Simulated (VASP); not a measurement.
# In (I4/mmm) in VASP: notebook

In is run at these levels: LDA; tasks: single point.

Everything below comes from runs of VASP 6.6.1. Logs are shortened: lines on timing, memory, paths and dates and some standing lists are left out, and cuts for length are marked.

## (1) The cell of the first run

The structure is tetragonal, space group I4/mmm (No. 139). Conventional cell: a = 3.316 Å, b = 3.316 Å, c = 5.002 Å, α = 90.00°, β = 90.00°, γ = 90.00°. Within 4.4 Å of In (site symmetry 4/mmm) lie 12 In at 3.32 to 3.43 Å.

## (2) Single point, LDA (27.50 Å³/atom)

The input, INCAR:

```
SYSTEM = In
PREC = Accurate
ENCUT = 520
EDIFF = 1E-7
ISMEAR = 0
SIGMA = 0.15
LREAL = .FALSE.
LASPH = .TRUE.
NELM = 80
ALGO = Fast
ISIF = 2
LWAVE = .FALSE.
LCHARG = .FALSE.
GGA = CA
NBANDS = 12
```

The input, KPOINTS:

```
regular mesh
0
G
  22 22 22
  0 0 0
```

The input, POSCAR:

```
In
1.0
   -1.6579867674      1.6579867674      2.5010730387
    1.6579867674     -1.6579867674      2.5010730387
    1.6579867674      1.6579867674     -2.5010730387
In
1
Direct
    0.0000000000      0.0000000000      0.0000000000
```

Potentials or basis: VASP PAW LDA potentials, release 64 (In_d).

On the command line:

```sh
> cat potpaw_LDA.64/In_d/POTCAR > POTCAR
> mpirun -np 1 vasp_std > vasp.out
```

OUTCAR:

```text
SYSTEM = In
   PREC = Accurate
   ENCUT = 520
   EDIFF = 1E-7
   ISMEAR = 0
   LREAL = .FALSE.
   LASPH = .TRUE.
   NELM = 80
   ISIF = 2
   GGA = CA

 ion  position               nearest neighbor table
   1  0.000  0.000  0.000-

  LATTYP: Found a body centered tetragonal cell.
 ALAT       =     3.3159735348
 C/A-ratio  =     1.5085000000

  Lattice vectors:

 A1 = (  -1.6579867674,   1.6579867674,   2.5010730387)
 A2 = (   1.6579867674,  -1.6579867674,   2.5010730387)
 A3 = (   1.6579867674,   1.6579867674,  -2.5010730387)

Analysis of symmetry for initial positions (statically):
=====================================================================
 Subroutine PRICEL returns:
 Original cell was already a primitive cell.

 Routine SETGRP: Setting up the symmetry group for a
 body centered tetragonal supercell.

 Subroutine GETGRP returns: Found 16 space group operations
 (whereof 16 operations were pure point group operations)
 out of a pool of 16 trial point group operations.

The static configuration has the point symmetry D_4h.

Analysis of symmetry for dynamics (positions and initial velocities):
=====================================================================
 Subroutine PRICEL returns:
 Original cell was already a primitive cell.

 Routine SETGRP: Setting up the symmetry group for a
 body centered tetragonal supercell.

 Subroutine GETGRP returns: Found 16 space group operations
 (whereof 16 operations were pure point group operations)
 out of a pool of 16 trial point group operations.

The dynamic configuration has the point symmetry D_4h.

 Subroutine INISYM returns: Found 16 space group operations
 (whereof 16 operations are pure point group operations),
 and found     1 'primitive' translations

----------------------------------------------------------------------------------------

                                     Primitive cell

  volume of cell :      27.5010

  direct lattice vectors                    reciprocal lattice vectors
    -1.657986767  1.657986767  2.501073039     0.000000000  0.301570561  0.199914194
     1.657986767 -1.657986767  2.501073039     0.301570561  0.000000000  0.199914194
     1.657986767  1.657986767 -2.501073039     0.301570561  0.301570561  0.000000000

  length of vectors
     3.428294997  3.428294997  3.428294997     0.361815545  0.361815545  0.426485178

  position of ions in fractional coordinates (direct lattice)
     0.000000000  0.000000000  0.000000000

  ion indices of the primitive-cell ions
   primitive index   ion index
                 1           1

[... 85 lines left out ...]
   EFERMI =   0.00;   METHOD = LEGACY
   ISMEAR =     0;   SIGMA  =   0.15  broadening in eV -4-tet -1-fermi 0-gaus
   EFERMI_NEDOS =   21; number of points for ismear=-14 and -15
   IALGO  =     68    algorithm
   IMIX   =      4    mixing-type and parameters
     AMIX     =   0.40;   BMIX     =  1.00
     AMIX_MAG =   1.60;   BMIX_MAG =  1.00
  volume/ion in A,a.u.               =      27.50       185.59
  Fermi-wavevector in a.u.,A,eV,Ry     =   1.275283  2.409935 22.127779  1.626346
  Thomas-Fermi vector in A             =   2.408004
   LORBIT       =      0    0 simple, 1 ext, 2 COOP (PROOUT), +10 PAW based schemes
   GGA     = CA    functional components
   LHFCALC =     F    Hartree Fock is set to
   AEXX    =    0.0000 exact exchange contribution
   IVDW    =     0    specifies the selected vdW correction
   LEPSILON=     F    determine dielectric tensor
   LRPA    =     F    only Hartree local field effects (RPA)
 non-spin polarized calculation
 RMM-DIIS sequential band-by-band and
 Gauss-broadening in eV      SIGMA  =   0.15
  energy-cutoff  :      520.00
  volume of cell :       27.50
 maximum number of plane-waves:       757
 NGX is ok and might be reduce to    28
   NGX = 13   NGY = 13   NGZ = 13

 number of electron      12.9999996 magnetization

 Free energy of the ion-electron system (eV)
  ---------------------------------------------------
  ext. energy  EPLUGINS =         0.00000000
  ---------------------------------------------------
  free energy    TOTEN  =        -3.17941324 eV

  energy without entropy =       -3.17440210  energy(sigma->0) =       -3.17690767

 E-fermi :   6.6483     XC(G=0): -10.2915

 val. band max:        6.6436124496   @ k =   0.3636   0.2273   0.1818
 cond. band min:       6.6490283219   @ k =  -0.3636   0.3636   0.2273
 fundamental gap:      0.0054158723
 Fermi energy:         6.6483070345

 k-point     1 :       0.0000    0.0000    0.0000
  band No.  band energies     occupation
      1      -7.8943      2.00000
      2      -7.8117      2.00000
      3      -7.8117      2.00000
      4      -7.7300      2.00000
      5      -7.6480      2.00000
      6      -2.5651      2.00000
      7      16.6368      0.00000
      8      16.6368      0.00000
      9      16.7605      0.00000
     10      18.2298      0.00000
     11      20.2459      0.00000
     12      20.3829      0.00000
[... 331 lines left out ...]
 k-point    24 :      -0.4545    0.0455   -0.0000
  band No.  band energies     occupation
      1      -7.8863      2.00000
      2      -7.8567      2.00000
      3      -7.7948      2.00000
      4      -7.5782      2.00000
      5      -7.5408      2.00000
      6       1.6001      2.00000
      7       4.4682      2.00000
      8      13.7474      0.00000
      9      14.9954      0.00000
     10      17.2639      0.00000
     11      18.3370      0.00000
     12      20.0690      0.00000

 [... further k-points ...]

------------------------ aborting loop because EDIFF is reached ----------------------------------------

  FORCE on cell =-STRESS in cart. coord.  units (eV):
  Direction    XX          YY          ZZ          XY          YZ          ZX
  --------------------------------------------------------------------------------------
  -------------------------------------------------------------------------------------
  Total       -0.7298174     -0.7298174     -0.6839273      0.0000000     -0.0000000      0.0000000
  in kB      -42.5183414    -42.5183414    -39.8448344      0.0000000     -0.0000000      0.0000000
  external PRESSURE =     -41.6271724 kB  Pullay stress =       0.0000000 kB

 VOLUME and BASIS-vectors are now :
 -----------------------------------------------------------------------------
  energy-cutoff  :      520.00
  volume of cell :       27.50
      direct lattice vectors                 reciprocal lattice vectors
    -1.657986767  1.657986767  2.501073039     0.000000000  0.301570561  0.199914194
     1.657986767 -1.657986767  2.501073039     0.301570561  0.000000000  0.199914194
     1.657986767  1.657986767 -2.501073039     0.301570561  0.301570561  0.000000000

 POSITION                                       TOTAL-FORCE (eV/Angst)
 -----------------------------------------------------------------------------------
      0.00000      0.00000      0.00000         0.000000      0.000000      0.000000
 -----------------------------------------------------------------------------------
    total drift:                                0.000000     -0.000000     -0.000000

  FREE ENERGIE OF THE ION-ELECTRON SYSTEM (eV)
  ---------------------------------------------------
  free  energy   TOTEN  =        -3.1794132409 eV

  energy  without entropy=       -3.1744021029  energy(sigma->0) =       -3.17690767
```

OSZICAR:

```text
N       E                     dE             d eps       ncg     rms          rms(c)
DAV:   1     0.781635446540E+02    0.78164E+02   -0.62438E+03 20272   0.134E+03
DAV:   2     0.727165396645E+00   -0.77436E+02   -0.75430E+02 20968   0.289E+02
DAV:   3    -0.311629863272E+01   -0.38435E+01   -0.38290E+01 23916   0.650E+01
DAV:   4    -0.320580910574E+01   -0.89510E-01   -0.89483E-01 25300   0.100E+01
DAV:   5    -0.320990022899E+01   -0.40911E-02   -0.40910E-02 27860   0.191E+00    0.214E+00
RMM:   6    -0.318531799713E+01    0.24582E-01   -0.29189E-02 24434   0.263E+00    0.113E+00
RMM:   7    -0.317976751717E+01    0.55505E-02   -0.10852E-02 23613   0.123E+00    0.240E-01
RMM:   8    -0.317935888149E+01    0.40864E-03   -0.16638E-03 29103   0.662E-01    0.683E-02
RMM:   9    -0.317940761635E+01   -0.48735E-04   -0.56847E-04 30455   0.226E-01    0.305E-02
RMM:  10    -0.317940623154E+01    0.13848E-05   -0.15242E-04 26625   0.220E-01    0.451E-03
RMM:  11    -0.317941255661E+01   -0.63251E-05   -0.66946E-05 33236   0.803E-02    0.979E-03
RMM:  12    -0.317941262695E+01   -0.70333E-07   -0.10548E-05 28503   0.448E-02    0.369E-03
RMM:  13    -0.317941316373E+01   -0.53679E-06   -0.52466E-06 32299   0.204E-02    0.483E-03
RMM:  14    -0.317941324092E+01   -0.77188E-07   -0.64352E-07 19152   0.767E-03
   1 F= -.31794132E+01 E0= -.31769077E+01  d E =-.501114E-02
```

stdout:

```text
POSCAR found type information on POSCAR In
 POSCAR found :  1 types and       1 ions
 scaLAPACK will be used
 LDA part: xc-table for (Slater(with rela. corr.)+CA(PZ))
 , standard interpolation
 POSCAR, INCAR and KPOINTS ok, starting setup
 FFT: planning ... GRIDC
 FFT: planning ... GRID_SOFT
 FFT: planning ... GRID
 WAVECAR not read
 entering main loop
WARNING in EDDRMM: call to ZHEGV failed, returncode =   8  4     11
WARNING in EDDRMM: call to ZHEGV failed, returncode =   6  3     11
WARNING in EDDRMM: call to ZHEGV failed, returncode =   8  4     11
WARNING in EDDRMM: call to ZHEGV failed, returncode =   8  4     11
WARNING in EDDRMM: call to ZHEGV failed, returncode =   8  4     11
WARNING in EDDRMM: call to ZHEGV failed, returncode =   8  4     10
WARNING in EDDRMM: call to ZHEGV failed, returncode =   8  4     10
WARNING in EDDRMM: call to ZHEGV failed, returncode =   6  3     10
WARNING in EDDRMM: call to ZHEGV failed, returncode =   6  3      9
WARNING in EDDRMM: call to ZHEGV failed, returncode =   8  4     10
WARNING in EDDRMM: call to ZHEGV failed, returncode =   8  4     10
WARNING in EDDRMM: call to ZHEGV failed, returncode =   6  3     10
WARNING in EDDRMM: call to ZHEGV failed, returncode =   6  3     11
WARNING in EDDRMM: call to ZHEGV failed, returncode =   8  4     11
```

Wall time 2.5 min (1 thread of Intel Xeon 6975P-C (Granite Rapids), shared host); peak memory 0.35 GiB.

Results:

```
Free energy            : -3.1794 eV
Pressure               : -4.2 GPa
Band gap on the k mesh : zero (an odd number of electrons rules out a gap without spin polarisation)
```

Levels at points of the mesh, in eV from the Fermi level:
```csv
k point,band 4,band 5,band 6,band 7,band 8,band 9
"(0.00, 0.00, 0.00)",-14.38,-14.30,-9.21,9.99,9.99,10.11
"(0.50, 0.00, 0.00)",-14.21,-14.18,-4.33,-3.12,7.27,8.59
"(0.50, 0.50, 0.00)",-14.19,-14.12,-1.90,-1.82,3.45,3.83
"(0.50, 0.50, 0.50)",-14.17,-14.17,-2.95,-2.42,4.48,4.48
```

Caveat: the cell stands under tension; spin-orbit coupling is left out, which moves the levels of the heavy elements.

## (3) Single point, LDA (27.50 Å³/atom)

The input, INCAR:

```
SYSTEM = In
  PREC = Accurate
  ENCUT = 520
  EDIFF = 1E-6
  ISMEAR = 0
  SIGMA = 0.15
  LREAL = .FALSE.
  LASPH = .TRUE.
  NELM = 80
  ALGO = Fast
  ISIF = 2
  LWAVE = .FALSE.
  LCHARG = .TRUE.
  GGA = CA
  LELF = .TRUE.
  LVHAR = .TRUE.
  NBANDS = 12
```

KPOINTS is that of step 2.

The input, POSCAR:

```
In
1.0
   -1.6803382473      1.6803382473      2.4349781541
    1.6803382473     -1.6803382473      2.4349781541
    1.6803382473      1.6803382473     -2.4349781541
In
1
Direct
    0.0000000000      0.0000000000      0.0000000000
```

Potentials or basis: VASP PAW LDA potentials, release 64 (In_d).

On the command line:

```sh
> cat potpaw_LDA.64/In_d/POTCAR > POTCAR
> mpirun -np 1 vasp_std > vasp.out
```

OUTCAR:

```text
SYSTEM = In
   PREC = Accurate
   ENCUT = 520
   EDIFF = 1E-6
   ISMEAR = 0
   LREAL = .FALSE.
   LASPH = .TRUE.
   NELM = 80
   ISIF = 2
   GGA = CA

 ion  position               nearest neighbor table
   1  0.000  0.000  0.000-

  LATTYP: Found a body centered tetragonal cell.
 ALAT       =     3.3606764946
 C/A-ratio  =     1.4491000000

  Lattice vectors:

 A1 = (  -1.6803382473,   1.6803382473,   2.4349781541)
 A2 = (   1.6803382473,  -1.6803382473,   2.4349781541)
 A3 = (   1.6803382473,   1.6803382473,  -2.4349781541)
[... 541 lines left out ...]

 [... further k-points ...]

------------------------ aborting loop because EDIFF is reached ----------------------------------------

  FORCE on cell =-STRESS in cart. coord.  units (eV):
  Direction    XX          YY          ZZ          XY          YZ          ZX
  --------------------------------------------------------------------------------------
  -------------------------------------------------------------------------------------
  Total       -0.7288628     -0.7288628     -0.6901412      0.0000000      0.0000000      0.0000000
  in kB      -42.4627255    -42.4627255    -40.2068488      0.0000000      0.0000000      0.0000000
  external PRESSURE =     -41.7107666 kB  Pullay stress =       0.0000000 kB

 VOLUME and BASIS-vectors are now :
 -----------------------------------------------------------------------------
  energy-cutoff  :      520.00
  volume of cell :       27.50
      direct lattice vectors                 reciprocal lattice vectors
    -1.680338247  1.680338247  2.434978154     0.000000000  0.297559138  0.205340651
     1.680338247 -1.680338247  2.434978154     0.297559138  0.000000000  0.205340651
     1.680338247  1.680338247 -2.434978154     0.297559138  0.297559138  0.000000000

 POSITION                                       TOTAL-FORCE (eV/Angst)
 -----------------------------------------------------------------------------------
      0.00000      0.00000      0.00000         0.000000      0.000000     -0.000000
 -----------------------------------------------------------------------------------
    total drift:                                0.000000     -0.000000     -0.000000

  FREE ENERGIE OF THE ION-ELECTRON SYSTEM (eV)
  ---------------------------------------------------
  free  energy   TOTEN  =        -3.1784669174 eV

  energy  without entropy=       -3.1728714651  energy(sigma->0) =       -3.17566919
```

stdout:

```text
POSCAR found type information on POSCAR In
 POSCAR found :  1 types and       1 ions
 scaLAPACK will be used
 LDA part: xc-table for (Slater(with rela. corr.)+CA(PZ))
 , standard interpolation
 POSCAR, INCAR and KPOINTS ok, starting setup
 FFT: planning ... GRIDC
 FFT: planning ... GRID_SOFT
 FFT: planning ... GRID
 WAVECAR not read
 entering main loop
WARNING in EDDRMM: call to ZHEGV failed, returncode =   8  4     11
WARNING in EDDRMM: call to ZHEGV failed, returncode =   6  3     10
WARNING in EDDRMM: call to ZHEGV failed, returncode =   6  3     11
WARNING in EDDRMM: call to ZHEGV failed, returncode =   8  4     10
```

It took 2 min on 1 thread of Intel Xeon 6975P-C (Granite Rapids), shared host; peak memory 0.36 GiB.

What came out:

```yaml
Free_energy: -3.1785 eV
Pressure: -4.2 GPa
Band_gap_on_the_k_mesh: zero (an odd number of electrons rules out a gap without spin polarisation)
```

Caveat: the cell stands under tension; spin-orbit coupling is left out, which moves the levels of the heavy elements.

## (4) Single point, LDA (26.52 Å³/atom)

This run uses another cell than the first one, of 26.52 Å³/atom.

The input, INCAR:

```
ALGO = Fast ; EDIFF = 1E-6
ENCUT = 520 ; GGA = CA
ISIF = 2 ; ISMEAR = 0
LASPH = T ; LCHARG = F
LREAL = F ; LWAVE = F
NBANDS = 12 ; NELM = 80
PREC = Accurate ; SIGMA = 0.15
```

The input, KPOINTS:

```
k-points
0
Gamma
  22 22 22
```

The input, POSCAR:

```
In
1.0
   -1.6600949630      1.6600949630      2.4056436108
    1.6600949630     -1.6600949630      2.4056436108
    1.6600949630      1.6600949630     -2.4056436108
In
1
Direct
    0.0000000000      0.0000000000      0.0000000000
```

On the command line:

```sh
> cat potpaw_LDA.64/In_d/POTCAR > POTCAR
> mpirun -np 1 vasp_std > vasp.out
```

Run time: 2.1 min. Hardware: 1 thread of Intel Xeon 6975P-C (Granite Rapids), shared host; peak memory 0.34 GiB.

The run converged. Its results:

- Free energy: -3.2003 eV
- Pressure: -3.1 GPa
- Band gap on the k mesh: zero (an odd number of electrons rules out a gap without spin polarisation)

Stress tensor (GPa, compression positive):
```
-3.17  0.00  0.00
 0.00 -3.17  0.00
 0.00  0.00 -2.85
```

Levels at points of the mesh, in eV from the Fermi level:
| k point | band 4 | band 5 | band 6 | band 7 | band 8 | band 9 |
| --- | --- | --- | --- | --- | --- | --- |
| (0.00, 0.00, 0.00) | -14.38 | -14.35 | -9.47 | 10.32 | 10.32 | 10.37 |
| (0.50, 0.00, 0.00) | -14.22 | -14.20 | -4.37 | -3.29 | 7.96 | 8.45 |
| (0.50, 0.50, 0.00) | -14.18 | -14.16 | -2.08 | -2.05 | 3.78 | 3.92 |
| (0.50, 0.50, 0.50) | -14.18 | -14.18 | -2.47 | -2.32 | 4.18 | 4.18 |

Caveat: the cell stands under tension; spin-orbit coupling is left out, which moves the levels of the heavy elements.

## (5) Overview

```csv
cell,further INCAR settings,gap on the mesh (eV),pressure (GPa)
"a = 3.428 Å, angles 122.2, 122.2, 86.3°, 1 atom",ALGO = Fast; EDIFF = 1e-07; NBANDS = 12,none,-4.2
"a = 3.402 Å, angles 120.8, 120.8, 88.6°, 1 atom",ALGO = Fast; EDIFF = 1e-06; NBANDS = 12,none,-4.2
"a = 3.361 Å, angles 120.8, 120.8, 88.6°, 1 atom",ALGO = Fast; EDIFF = 1e-06; NBANDS = 12,none,-3.1
```

Alike in all rows: task single point; level LDA; potentials or basis VASP PAW LDA potentials, release 64 (In_d); no spin polarisation; k mesh 22 × 22 × 22; cutoff (eV) 520; smearing gaussian 0.15 eV.

Caveats: the cell stands under tension; spin-orbit coupling is left out, which moves the levels of the heavy elements.

Total energies depend on the potentials used, so only differences within one code and one set of settings carry meaning.
